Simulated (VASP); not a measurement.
# Ta2Bi2O (Cmce) in VASP: single point with PBE

Aim: the single point of Ta2Bi2O with PBE.

Program: VASP 6.6.1. These are calculated values, not measurements. Logs are shortened: lines on timing, memory, paths and dates and some standing lists are left out, and cuts for length are marked.

**1. The cell of the first run**

It takes space group Cmce (No. 64, orthorhombic). The conventional cell has a = 14.832 Å, b = 5.788 Å, c = 5.785 Å, α = 90.00°, β = 90.00°, γ = 90.00°. Ta (site symmetry m) has 2 O at 2.06 Å within 2.7 Å. Within 4.1 Å of Bi (site symmetry 2) lie 4 Ta at 2.94 to 3.27 Å and 4 O at 3.71 to 3.72 Å and 8 Bi at 3.99 to 4.09 Å. O (site symmetry 2/m) has 4 Ta at 2.06 Å within 2.7 Å.

**2. Single point, PBE**

Contents of INCAR:

```
SYSTEM = Ta2Bi2O
PREC = Accurate ; ENCUT = 520
EDIFF = 1E-6 ; ISMEAR = 0
SIGMA = 0.2 ; LREAL = .FALSE.
LASPH = .TRUE. ; NELM = 60
ALGO = Normal ; ISIF = 2
LWAVE = .FALSE. ; LCHARG = .FALSE.
GGA = PE ; NBANDS = 69
```

Contents of KPOINTS:

```
Automatic mesh
0
G
  4 4 4
  0 0 0
```

Contents of POSCAR:

```
Ta2Bi2O
1.0
    0.0000000000      0.0000000000     -5.7849809224
    0.0000000000      5.7879845852      0.0000000000
    7.4159890605     -2.8939922926      0.0000000000
Ta Bi O
4 4 2
Direct
    0.2803095357      0.2805175819      0.0000000000
    0.7196904643      0.7194824181      0.0000000000
    0.2196904643      0.7805175819      0.0000000000
    0.7803095357      0.2194824181      0.0000000000
    0.5000000000      0.3428325930      0.6856651861
    1.0000000000      0.8428325930      0.6856651861
    0.5000000000      0.6571674070      0.3143348139
    1.0000000000      0.1571674070      0.3143348139
    1.0000000000      0.5000000000      0.0000000000
    0.5000000000      0.0000000000      0.0000000000
```

Potentials or basis: VASP PAW PBE potentials, release 64 (Ta_pv, Bi_d, O).

Started as:

```console
$ cat potpaw_PBE.64/Ta_pv/POTCAR potpaw_PBE.64/Bi_d/POTCAR potpaw_PBE.64/O/POTCAR > POTCAR
$ mpirun -np 1 vasp_std > vasp.out
```

OUTCAR:

```text
SYSTEM = Ta2Bi2O
   PREC = Accurate
   ENCUT = 520
   EDIFF = 1E-6
   ISMEAR = 0
   LREAL = .FALSE.
   LASPH = .TRUE.
   NELM = 60
   ISIF = 2
   GGA = PE

 ion  position               nearest neighbor table
   1  0.280  0.281  0.000-   9 2.06  10 2.06   4 2.91   4 2.91   3 2.92   3 2.92   5 2.94   7 2.94
                             8 3.27   6 3.27   2 3.59
   2  0.720  0.719  0.000-   9 2.06  10 2.06   3 2.91   3 2.91   4 2.92   4 2.92   7 2.94   5 2.94
                             6 3.27   8 3.27   1 3.59
   3  0.220  0.781  0.000-  10 2.06   9 2.06   2 2.91   2 2.91   1 2.92   1 2.92   6 2.94   8 2.94
                             7 3.27   5 3.27   4 3.59
   4  0.780  0.219  0.000-  10 2.06   9 2.06   1 2.91   1 2.91   2 2.92   2 2.92   8 2.94   6 2.94
                             5 3.27   7 3.27   3 3.59
   5  0.500  0.343  0.686-   1 2.94   2 2.94   4 3.27   3 3.27
   6  0.000  0.843  0.686-   3 2.94   4 2.94   2 3.27   1 3.27
   7  0.500  0.657  0.314-   2 2.94   1 2.94   3 3.27   4 3.27
   8  0.000  0.157  0.314-   4 2.94   3 2.94   1 3.27   2 3.27
   9  0.000  0.500  0.000-   1 2.06   2 2.06   3 2.06   4 2.06
  10  0.500  0.000  0.000-   3 2.06   4 2.06   1 2.06   2 2.06

  LATTYP: Found a base centered orthorhombic cell.
 ALAT       =     5.7879845852
 B/A-ratio  =     2.5625462374
 C/A-ratio  =     0.9994810520

  Lattice vectors:

 A1 = (  -7.4159890605,   2.8939922926,   0.0000000000)
 A2 = (   7.4159890605,   2.8939922926,   0.0000000000)
 A3 = (   0.0000000000,   0.0000000000,  -5.7849809224)

Analysis of symmetry for initial positions (statically):
=====================================================================
 Subroutine PRICEL returns:
 Original cell was already a primitive cell.

 Routine SETGRP: Setting up the symmetry group for a
 base centered orthorhombic supercell.

 Subroutine GETGRP returns: Found  8 space group operations
 (whereof  4 operations were pure point group operations)
 out of a pool of  8 trial point group operations.

The static configuration has the point symmetry C_2h.
 The point group associated with its full space group is D_2h.

Analysis of symmetry for dynamics (positions and initial velocities):
=====================================================================
 Subroutine PRICEL returns:
 Original cell was already a primitive cell.

 Routine SETGRP: Setting up the symmetry group for a
 base centered orthorhombic supercell.

 Subroutine GETGRP returns: Found  8 space group operations
 (whereof  4 operations were pure point group operations)
 out of a pool of  8 trial point group operations.

The dynamic configuration has the point symmetry C_2h.
 The point group associated with its full space group is D_2h.

 Subroutine INISYM returns: Found  8 space group operations
 (whereof  4 operations are pure point group operations),
 and found     1 'primitive' translations

----------------------------------------------------------------------------------------

                                     Primitive cell

  volume of cell :     248.3124

  direct lattice vectors                    reciprocal lattice vectors
     0.000000000  0.000000000 -5.784980922     0.000000000  0.000000000 -0.172861417
     0.000000000  5.787984585  0.000000000     0.067421890  0.172771711  0.000000000
     7.415989061 -2.893992293  0.000000000     0.134843780  0.000000000  0.000000000

  length of vectors
     5.784980922  5.787984585  7.960658587     0.172861417  0.185460981  0.134843780

  position of ions in fractional coordinates (direct lattice)
     0.280309536  0.280517582  0.000000000
     0.719690464  0.719482418  0.000000000
     0.219690464  0.780517582  0.000000000
     0.780309536  0.219482418  0.000000000
     0.500000000  0.342832593  0.685665186
     0.000000000  0.842832593  0.685665186
     0.500000000  0.657167407  0.314334814
     0.000000000  0.157167407  0.314334814
     0.000000000  0.500000000  0.000000000
     0.500000000  0.000000000  0.000000000

  ion indices of the primitive-cell ions
   primitive index   ion index
                 1           1
                 2           2
                 3           3
                 4           4
                 5           5
                 6           6
                 7           7
                 8           8
                 9           9
                10          10

----------------------------------------------------------------------------------------

 KPOINTS: Automatic mesh

Automatic generation of k-mesh.
 Grid dimensions read from file:
 generate k-points for:    4    4    4

 Generating k-lattice:

  Cartesian coordinates                     Fractional coordinates (reciprocal lattice)
     0.000000000  0.000000000 -0.043215354     0.250000000  0.000000000  0.000000000
     0.016855473  0.043192928  0.000000000     0.000000000  0.250000000  0.000000000
     0.033710945  0.000000000  0.000000000     0.000000000  0.000000000  0.250000000

  Length of vectors
     0.043215354  0.046365245  0.033710945

  Shift w.r.t. Gamma in fractional coordinates (k-lattice)
     0.000000000  0.000000000  0.000000000

 Subroutine IBZKPT returns following result:
 ===========================================

 Found     21 irreducible k-points:

 Following reciprocal coordinates:
            Coordinates               Weight
  0.000000  0.000000  0.000000      1.000000
  0.250000  0.000000  0.000000      2.000000
  0.500000  0.000000  0.000000      1.000000
  0.000000  0.250000 -0.000000      4.000000
  0.250000  0.250000 -0.000000      8.000000
  0.500000  0.250000 -0.000000      4.000000
[... 13 lines left out ...]
  0.250000  0.000000  0.500000      2.000000
  0.500000  0.000000  0.500000      1.000000
   k-points           NKPTS =     21   k-points in BZ     NKDIM =     21   number of bands    NBANDS=     69
   number of dos      NEDOS =    301   number of ions     NIONS =     10
   total plane-waves  NPLWV = 138240
   dimension x,y,z NGX =    48 NGY =   48 NGZ =   60
   dimension x,y,z NGXF=    96 NGYF=   96 NGZF=  120
   ions per type =               4   4   2
   NGX,Y,Z   is equivalent  to a cutoff of  13.79, 13.79, 12.53 a.u.
   NGXF,Y,Z  is equivalent  to a cutoff of  27.59, 27.57, 25.06 a.u.
 SYSTEM =  Ta2Bi2O
   PREC   = accura    normal or accurate (medium, high low for compatibility)
   ISTART =      0    job   : 0-new  1-cont  2-samecut
   ICHARG =      2    charge: 1-file 2-atom 10-const
   ISPIN  =      1    spin polarized calculation?
   LNONCOLLINEAR =      F non collinear calculations
   LSORBIT =      F    spin-orbit coupling
   LASPH  =      T    aspherical Exc in radial PAW
   ENCUT  =  520.0 eV  38.22 Ry    6.18 a.u.  10.76 10.76 14.80*2*pi/ulx,y,z
   NELM   =     60;   NELMIN=  2; NELMDL= -5     # of ELM steps
   EDIFF  = 0.1E-05   stopping-criterion for ELM
   LREAL  =      F    real-space projection
   EDIFFG = 0.1E-04   stopping-criterion for IOM
   NSW    =      0    number of steps for IOM
   IBRION =     -1    ionic relax: 0-MD 1-quasi-New 2-CG
   NFREE  =      0    steps in history (QN), initial steepest desc. (CG)
   ISIF   =      2    stress and relaxation
   ISYM   =      2    0-nonsym 1-usesym 2-fastsym
   POTIM  = 0.5000    time-step for ionic-motion
   TEBEG  =    0.0;   TEEND  =   0.0 temperature during run
   PSTRESS=    0.0 pullay stress
   NELECT =     116.0000    total number of electrons
   NUPDOWN=      -1.0000    fix difference up-down
   EMIN   =  10.00;   EMAX   =-10.00  energy-range for DOS
   EFERMI =   0.00;   METHOD = LEGACY
   ISMEAR =     0;   SIGMA  =   0.20  broadening in eV -4-tet -1-fermi 0-gaus
   EFERMI_NEDOS =   21; number of points for ismear=-14 and -15
   IALGO  =     38    algorithm
   IMIX   =      4    mixing-type and parameters
     AMIX     =   0.40;   BMIX     =  1.00
     AMIX_MAG =   1.60;   BMIX_MAG =  1.00
  volume/ion in A,a.u.               =      24.83       167.57
  Fermi-wavevector in a.u.,A,eV,Ry     =   1.270266  2.400455 21.954033  1.613576
  Thomas-Fermi vector in A             =   2.403263
   LORBIT       =      0    0 simple, 1 ext, 2 COOP (PROOUT), +10 PAW based schemes
   GGA     = PE    functional components
   LHFCALC =     F    Hartree Fock is set to
   AEXX    =    0.0000 exact exchange contribution
   IVDW    =     0    specifies the selected vdW correction
   LEPSILON=     F    determine dielectric tensor
   LRPA    =     F    only Hartree local field effects (RPA)
 non-spin polarized calculation
 Gauss-broadening in eV      SIGMA  =   0.20
  energy-cutoff  :      520.00
  volume of cell :      248.31
 maximum number of plane-waves:      6700
 NGX is ok and might be reduce to    48
   NGX = 21   NGY = 21   NGZ = 29

 number of electron     116.0000001 magnetization

 Free energy of the ion-electron system (eV)
  ---------------------------------------------------
  ext. energy  EPLUGINS =         0.00000000
  ---------------------------------------------------
  free energy    TOTEN  =       -78.49273574 eV

  energy without entropy =      -78.38106324  energy(sigma->0) =      -78.43689949

 E-fermi :   5.1733     XC(G=0): -10.1292

 val. band max:        5.1461146464   @ k =   0.2500   0.2500   0.2500
 cond. band min:       5.1771368358   @ k =   0.2500   0.2500  -0.0000
 fundamental gap:      0.0310221893
 Fermi energy:         5.1732555343

 k-point     1 :       0.0000    0.0000    0.0000
  band No.  band energies     occupation
      1     -30.7098      2.00000
      2     -30.2401      2.00000
      3     -30.2391      2.00000
      4     -29.8522      2.00000
      5     -29.8041      2.00000
      6     -29.7214      2.00000
[... 61 lines left out ...]
     68       7.9663      0.00000
     69       8.2192      0.00000
[... 1438 lines left out ...]
     68       7.5795      0.00000
     69       8.0328      0.00000

------------------------ aborting loop because EDIFF is reached ----------------------------------------

  FORCE on cell =-STRESS in cart. coord.  units (eV):
  Direction    XX          YY          ZZ          XY          YZ          ZX
  --------------------------------------------------------------------------------------
  -------------------------------------------------------------------------------------
  Total       -0.7979946      0.6350515      0.5238377      0.0000000      0.0000000      0.0000000
  in kB       -5.1488725      4.0975208      3.3799398      0.0000000      0.0000000      0.0000000
  external PRESSURE =       0.7761960 kB  Pullay stress =       0.0000000 kB

 VOLUME and BASIS-vectors are now :
 -----------------------------------------------------------------------------
  energy-cutoff  :      520.00
  volume of cell :      248.31
      direct lattice vectors                 reciprocal lattice vectors
     0.000000000  0.000000000 -5.784980922     0.000000000  0.000000000 -0.172861417
     0.000000000  5.787984585  0.000000000     0.067421890  0.172771711  0.000000000
     7.415989061 -2.893992293  0.000000000     0.134843780  0.000000000  0.000000000

 POSITION                                       TOTAL-FORCE (eV/Angst)
 -----------------------------------------------------------------------------------
      0.00000      1.62363     -1.62159         0.000000     -0.048576      0.017602
      0.00000      4.16435     -4.16340        -0.000000      0.048576     -0.017602
      0.00000      4.51762     -1.27091         0.000000     -0.048576     -0.017602
      0.00000      1.27036     -4.51408        -0.000000      0.048576      0.017602
      5.08489     -0.00000     -2.89249         0.060827      0.000000      0.000000
      5.08489      2.89399      0.00000         0.060827      0.000000     -0.000000
      2.33110      2.89399     -2.89249        -0.060827      0.000000     -0.000000
      2.33110      0.00000      0.00000        -0.060827      0.000000      0.000000
      0.00000      2.89399      0.00000         0.000000      0.000000      0.000000
      0.00000      0.00000     -2.89249         0.000000     -0.000000      0.000000
 -----------------------------------------------------------------------------------
    total drift:                                0.000000     -0.000000      0.000000

  FREE ENERGIE OF THE ION-ELECTRON SYSTEM (eV)
  ---------------------------------------------------
  free  energy   TOTEN  =       -78.4927357438 eV

  energy  without entropy=      -78.3810632420  energy(sigma->0) =      -78.43689949
```

It took 4.4 min on 1 thread of Intel Xeon Platinum 8488C (Sapphire Rapids), shared host; peak memory 0.53 GiB.

Results:

```
Free energy            : -78.4927 eV
Pressure               : 0.1 GPa
Largest force          : 0.061 eV/Å
Band gap on the k mesh : zero (bands 58 and 59 overlap by 0.78 eV)
```

Forces in eV/Å, atoms in the order of the input:
```
Ta   0.000 -0.049  0.018
Ta   0.000  0.049 -0.018
Ta   0.000 -0.049 -0.018
Ta   0.000  0.049  0.018
Bi   0.061  0.000  0.000
Bi   0.061  0.000  0.000
Bi  -0.061  0.000  0.000
Bi  -0.061  0.000  0.000
O    0.000  0.000  0.000
O    0.000  0.000  0.000
```

Stress tensor (GPa, compression positive):
```
-0.51  0.00  0.00
 0.00  0.41  0.00
 0.00  0.00  0.34
```

Caveat: spin-orbit coupling is left out, which moves the levels of the heavy elements.

The gap in the log of VASP goes by the Fermi energy; the results here count the filled bands.